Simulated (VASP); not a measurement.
# TiAl (P-6m2) in VASP: single point with r2SCAN

Aim: the single point of TiAl with r2SCAN.

Program: VASP 6.6.1. These are calculated values, not measurements. Logs are shortened: lines on timing, memory, paths and dates and some standing lists are left out, and cuts for length are marked.

**1. The cell of the first run**

It takes space group P-6m2 (No. 187, hexagonal). Conventional cell: a = 2.869 Å, b = 2.869 Å, c = 4.634 Å, α = 90.00°, β = 90.00°, γ = 120.00°. Ti (site symmetry -6m2) has 6 Al at 2.85 Å and 6 Ti at 2.87 Å within 3.8 Å. Al (site symmetry -6m2) has 6 Ti at 2.85 Å and 6 Al at 2.87 Å within 3.8 Å.

**2. Single point, r2SCAN**

The input, POSCAR:

```
TiAl
1.0
    2.8685970537      0.0000000000      0.0000000000
   -1.4342985268      2.4842779217      0.0000000000
    0.0000000000      0.0000000000      4.6338675686
Ti Al
1 1
Direct
    0.0000000000      0.0000000000      0.0000000000
    0.3333333333      0.6666666667      0.5000000000
```

The input, INCAR.step1:

```
SYSTEM = TiAl
  ALGO = Normal
  EDIFF = 1E-4
  ENCUT = 520
  GGA = PE
  ISMEAR = 0
  LASPH = .TRUE.
  LCHARG = .FALSE.
  LREAL = .FALSE.
  LWAVE = .TRUE.
  NBANDS = 14
  NELM = 80
  PREC = Accurate
  SIGMA = 0.1
```

The input, INCAR.step2:

```
SYSTEM = TiAl
  ALGO = Normal
  EDIFF = 1E-6
  ENCUT = 520
  ISIF = 2
  ISMEAR = 0
  ISTART = 1
  LASPH = .TRUE.
  LCHARG = .TRUE.
  LELF = .TRUE.
  LMIXTAU = .TRUE.
  LREAL = .FALSE.
  LVHAR = .TRUE.
  LWAVE = .FALSE.
  METAGGA = R2SCAN
  NBANDS = 14
  NELM = 80
  PREC = Accurate
  SIGMA = 0.1
```

The input, KPOINTS:

```
k-points
0
G
  18 18 10
  0 0 0
```

Potentials or basis: VASP PAW PBE potentials, release 64 (Ti_sv, Al).

The run is started by

```
cat potpaw_PBE.64/Ti_sv/POTCAR potpaw_PBE.64/Al/POTCAR > POTCAR
cp INCAR.step1 INCAR
mpirun -np 1 vasp_std > vasp.out
cp INCAR.step2 INCAR
mpirun -np 1 vasp_std > vasp.out
```

OUTCAR:

```text
SYSTEM = TiAl
   EDIFF = 1E-6
   ENCUT = 520
   ISIF = 2
   ISMEAR = 0
   ISTART = 1
   LASPH = .TRUE.
   LREAL = .FALSE.
   METAGGA = R2SCAN
   NELM = 80
   PREC = Accurate

 ion  position               nearest neighbor table
   1  0.000  0.000  0.000-   2 2.85   2 2.85   2 2.85   2 2.85   2 2.85   2 2.85
   2  0.333  0.667  0.500-   1 2.85   1 2.85   1 2.85   1 2.85   1 2.85   1 2.85

  LATTYP: Found a hexagonal cell.
 ALAT       =     2.8685970537
 C/A-ratio  =     1.6153776504

  Lattice vectors:

 A1 = (   2.8685970537,   0.0000000000,   0.0000000000)
 A2 = (  -1.4342985268,   2.4842779217,   0.0000000000)
 A3 = (   0.0000000000,   0.0000000000,   4.6338675686)

Analysis of symmetry for initial positions (statically):
=====================================================================
 Subroutine PRICEL returns:
 Original cell was already a primitive cell.

 Routine SETGRP: Setting up the symmetry group for a
 hexagonal supercell.

 Subroutine GETGRP returns: Found 12 space group operations
 (whereof 12 operations were pure point group operations)
 out of a pool of 24 trial point group operations.

The static configuration has the point symmetry D_3h.

Analysis of symmetry for dynamics (positions and initial velocities):
=====================================================================
 Subroutine PRICEL returns:
 Original cell was already a primitive cell.

 Routine SETGRP: Setting up the symmetry group for a
 hexagonal supercell.

 Subroutine GETGRP returns: Found 12 space group operations
 (whereof 12 operations were pure point group operations)
 out of a pool of 24 trial point group operations.

The dynamic configuration has the point symmetry D_3h.

 Subroutine INISYM returns: Found 12 space group operations
 (whereof 12 operations are pure point group operations),
 and found     1 'primitive' translations

----------------------------------------------------------------------------------------

                                     Primitive cell

  volume of cell :      33.0228

  direct lattice vectors                    reciprocal lattice vectors
     2.868597054  0.000000000  0.000000000     0.348602464  0.201265726  0.000000000
    -1.434298527  2.484277922  0.000000000     0.000000000  0.402531452  0.000000000
     0.000000000  0.000000000  4.633867569     0.000000000  0.000000000  0.215802456

  length of vectors
     2.868597054  2.868597054  4.633867569     0.402531452  0.402531452  0.215802456

  position of ions in fractional coordinates (direct lattice)
     0.000000000  0.000000000  0.000000000
     0.333333333  0.666666667  0.500000000

  ion indices of the primitive-cell ions
   primitive index   ion index
                 1           1
                 2           2

----------------------------------------------------------------------------------------

 KPOINTS: k-points

Automatic generation of k-mesh.
 Grid dimensions read from file:
 generate k-points for:   18   18   10

 Generating k-lattice:

  Cartesian coordinates                     Fractional coordinates (reciprocal lattice)
     0.019366804  0.011181429  0.000000000     0.055555556 -0.000000000  0.000000000
     0.000000000  0.022362858  0.000000000     0.000000000  0.055555556  0.000000000
     0.000000000  0.000000000  0.021580246     0.000000000  0.000000000  0.100000000

  Length of vectors
     0.022362858  0.022362858  0.021580246

  Shift w.r.t. Gamma in fractional coordinates (k-lattice)
     0.000000000  0.000000000  0.000000000

 Subroutine IBZKPT returns following result:
 ===========================================

 Found    222 irreducible k-points:

 Following reciprocal coordinates:
            Coordinates               Weight
  0.000000  0.000000  0.000000      1.000000
  0.055556  0.000000  0.000000      6.000000
  0.111111  0.000000  0.000000      6.000000
  0.166667 -0.000000  0.000000      6.000000
  0.222222 -0.000000  0.000000      6.000000
  0.277778  0.000000  0.000000      6.000000
[... 16 lines left out ...]
  0.333333  0.111111  0.000000     12.000000
  0.388889  0.111111  0.000000     12.000000
 [... further k-points ...]
   k-points           NKPTS =    222   k-points in BZ     NKDIM =    222   number of bands    NBANDS=     14
   number of dos      NEDOS =    301   number of ions     NIONS =      2
   total plane-waves  NPLWV =  20736
   dimension x,y,z NGX =    24 NGY =   24 NGZ =   36
   dimension x,y,z NGXF=    48 NGYF=   48 NGZF=   72
   ions per type =               1   1
   NGX,Y,Z   is equivalent  to a cutoff of  13.91, 13.91, 12.92 a.u.
   NGXF,Y,Z  is equivalent  to a cutoff of  27.82, 27.82, 25.83 a.u.
 SYSTEM =  TiAl
   PREC   = accura    normal or accurate (medium, high low for compatibility)
   ISTART =      1    job   : 0-new  1-cont  2-samecut
   ICHARG =      0    charge: 1-file 2-atom 10-const
   ISPIN  =      1    spin polarized calculation?
   LNONCOLLINEAR =      F non collinear calculations
   LSORBIT =      F    spin-orbit coupling
   LASPH  =      T    aspherical Exc in radial PAW
   ENCUT  =  520.0 eV  38.22 Ry    6.18 a.u.   5.33  5.33  8.62*2*pi/ulx,y,z
   NELM   =     80;   NELMIN=  2; NELMDL=  0     # of ELM steps
   EDIFF  = 0.1E-05   stopping-criterion for ELM
   LREAL  =      F    real-space projection
   EDIFFG = 0.1E-04   stopping-criterion for IOM
   NSW    =      0    number of steps for IOM
   IBRION =     -1    ionic relax: 0-MD 1-quasi-New 2-CG
   NFREE  =      0    steps in history (QN), initial steepest desc. (CG)
   ISIF   =      2    stress and relaxation
   ISYM   =      2    0-nonsym 1-usesym 2-fastsym
   POTIM  = 0.5000    time-step for ionic-motion
   TEBEG  =    0.0;   TEEND  =   0.0 temperature during run
   PSTRESS=    0.0 pullay stress
   NELECT =      15.0000    total number of electrons
   NUPDOWN=      -1.0000    fix difference up-down
   EMIN   =  10.00;   EMAX   =-10.00  energy-range for DOS
   EFERMI =   0.00;   METHOD = LEGACY
   ISMEAR =     0;   SIGMA  =   0.10  broadening in eV -4-tet -1-fermi 0-gaus
   EFERMI_NEDOS =   21; number of points for ismear=-14 and -15
   IALGO  =     38    algorithm
   IMIX   =      4    mixing-type and parameters
     AMIX     =   0.40;   BMIX     =  1.00
     AMIX_MAG =   1.60;   BMIX_MAG =  1.00
  volume/ion in A,a.u.               =      16.51       111.42
  Fermi-wavevector in a.u.,A,eV,Ry     =   1.258445  2.378116 21.547316  1.583683
  Thomas-Fermi vector in A             =   2.392054
   LORBIT       =      0    0 simple, 1 ext, 2 COOP (PROOUT), +10 PAW based schemes
   METAGGA = R2SCAN    functional components
   LHFCALC =     F    Hartree Fock is set to
   AEXX    =    0.0000 exact exchange contribution
   IVDW    =     0    specifies the selected vdW correction
   LEPSILON=     F    determine dielectric tensor
   LRPA    =     F    only Hartree local field effects (RPA)
 non-spin polarized calculation
 Gauss-broadening in eV      SIGMA  =   0.10
  energy-cutoff  :      520.00
  volume of cell :       33.02
 maximum number of plane-waves:       905
 NGX is ok and might be reduce to    24
   NGX = 11   NGY = 11   NGZ = 17

 number of electron      15.0000003 magnetization

 Free energy of the ion-electron system (eV)
  ---------------------------------------------------
  ext. energy  EPLUGINS =         0.00000000
  ---------------------------------------------------
  free energy    TOTEN  =       -20.24196903 eV

  energy without entropy =      -20.23044907  energy(sigma->0) =      -20.23620905

 E-fermi :   7.9133     XC(G=0): -11.7869

 val. band max:        7.9097729660   @ k =   0.3333   0.0000   0.2000
 cond. band min:       7.9140613188   @ k =   0.2222   0.1111   0.4000
 fundamental gap:      0.0042883528
 Fermi energy:         7.9133090886

 k-point     1 :       0.0000    0.0000    0.0000
  band No.  band energies     occupation
      1     -50.9260      2.00000
      2     -26.2048      2.00000
      3     -25.7722      2.00000
      4     -25.7721      2.00000
      5      -1.5554      2.00000
      6       5.5198      2.00000
      7       5.9087      2.00000
      8       9.3553      0.00000
      9       9.3553      0.00000
     10      10.9796      0.00000
     11      10.9796      0.00000
     12      12.2932      0.00000
     13      21.5456      0.00000
     14      21.5456      0.00000

 k-point     2 :       0.0556    0.0000    0.0000
  band No.  band energies     occupation
      1     -50.9230      2.00000
      2     -26.2018      2.00000
      3     -25.7909      2.00000
      4     -25.7763      2.00000
      5      -1.4741      2.00000
      6       5.6059      2.00000
      7       5.9220      2.00000
      8       9.2735      0.00000
      9       9.4203      0.00000
     10      10.9570      0.00000
     11      10.9957      0.00000
     12      12.3114      0.00000
     13      20.2138      0.00000
     14      20.8025      0.00000

 k-point     3 :       0.1111    0.0000    0.0000
  band No.  band energies     occupation
      1     -50.9144      2.00000
      2     -26.1933      2.00000
      3     -25.8445      2.00000
      4     -25.7884      2.00000
      5      -1.2314      2.00000
      6       5.8538      2.00000
      7       5.9606      2.00000
      8       9.0486      0.00000
      9       9.6113      0.00000
     10      10.8924      0.00000
     11      11.0463      0.00000
     12      12.3617      0.00000
     13      18.2646      0.00000
     14      19.8415      0.00000
[... 324 lines left out ...]
 k-point    23 :       0.3333    0.1111    0.0000
  band No.  band energies     occupation
      1     -50.8342      2.00000
      2     -26.2912      2.00000
      3     -26.1140      2.00000
      4     -25.9344      2.00000
      5       2.4083      2.00000
      6       6.4282      2.00000
      7       6.6432      2.00000
      8       7.4041      2.00000
      9       9.8444      0.00000
     10      10.9953      0.00000
     11      12.2611      0.00000
     12      12.5052      0.00000
     13      13.6198      0.00000
     14      14.7842      0.00000

 k-point    24 :       0.3889    0.1111    0.0000
  band No.  band energies     occupation
      1     -50.8260      2.00000
      2     -26.3351      2.00000
      3     -26.1059      2.00000
      4     -25.9496      2.00000
      5       3.4260      2.00000
      6       5.8103      2.00000
      7       6.4963      2.00000
      8       7.1265      2.00000
      9       9.7110      0.00000
     10      11.2260      0.00000
     11      12.2559      0.00000
     12      12.8285      0.00000
     13      13.7763      0.00000
     14      14.8932      0.00000

 [... further k-points ...]
[... 5 lines left out ...]
  --------------------------------------------------------------------------------------
  -------------------------------------------------------------------------------------
  Total        0.0134566      0.0134566      0.0111427      0.0000000      0.0000000     -0.0000000
  in kB        0.6528766      0.6528766      0.5406153      0.0000000      0.0000000     -0.0000000
  external PRESSURE =       0.6154562 kB  Pullay stress =       0.0000000 kB

 VOLUME and BASIS-vectors are now :
 -----------------------------------------------------------------------------
  energy-cutoff  :      520.00
  volume of cell :       33.02
      direct lattice vectors                 reciprocal lattice vectors
     2.868597054  0.000000000  0.000000000     0.348602464  0.201265726  0.000000000
    -1.434298527  2.484277922  0.000000000     0.000000000  0.402531452  0.000000000
     0.000000000  0.000000000  4.633867569     0.000000000  0.000000000  0.215802456

 POSITION                                       TOTAL-FORCE (eV/Angst)
 -----------------------------------------------------------------------------------
      0.00000      0.00000      0.00000         0.000000      0.000000      0.000000
     -0.00000      1.65619      2.31693        -0.000000      0.000000      0.000000
 -----------------------------------------------------------------------------------
    total drift:                               -0.000001      0.000001      0.000000

  FREE ENERGIE OF THE ION-ELECTRON SYSTEM (eV)
  ---------------------------------------------------
  free  energy   TOTEN  =       -20.2419690300 eV

  energy  without entropy=      -20.2304490692  energy(sigma->0) =      -20.23620905
```

Wall time 20 min (1 thread of AMD EPYC 7R13, shared host); peak memory 0.21 GiB.

Results:

| Property | Result |
| --- | --- |
| Free energy | -20.2420 eV |
| Pressure | 0.1 GPa |

Caveat: the PAW data sets were made with another functional, which shifts forces and pressure a little.
